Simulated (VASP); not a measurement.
Input of a VASP 6.6.1 run:

The input INCAR:

```
PREC     = Accurate       # precision mode
ENCUT    = 520            # plane-wave cutoff, eV
EDIFF    = 1E-6           # SCF threshold, eV
ISMEAR   = 0              # smearing method
SIGMA    = 0.1            # smearing width, eV
LREAL    = False          # projectors in reciprocal space
LASPH    = True           # aspherical terms in the spheres
NELM     = 100            # most SCF steps
ALGO     = Fast           # electronic algorithm
ISIF     = 2              # what is computed and relaxed
LWAVE    = False          # write WAVECAR
LCHARG   = False          # write CHGCAR
GGA      = PE             # functional
NBANDS   = 11             # bands
```

File KPOINTS:

```
regular mesh
0
Gamma
  14 14 14
```

POSCAR

```
Ca
1.0
    0.0000000000      2.8070812620      2.8070812620
    2.8070812620      0.0000000000      2.8070812620
    2.8070812620      2.8070812620      0.0000000000
Ca
1
Direct
    0.0000000000      0.0000000000      0.0000000000
```

Potentials or basis: VASP PAW PBE potentials, release 64 (Ca_sv).

Run with:

```sh
$ cat potpaw_PBE.64/Ca_sv/POTCAR > POTCAR
$ mpirun -np 1 vasp_std > vasp.out
```

Problem. What does it give for the band gap on the k mesh?

Solution. Zero (band 5 reaches 1.96 eV, above the bottom of band 6 at 1.58 eV).

Problem. What does it give for the pressure?

Solution. -0.8 GPa.

Caveat: the cell differs from its parent crystal (strained).
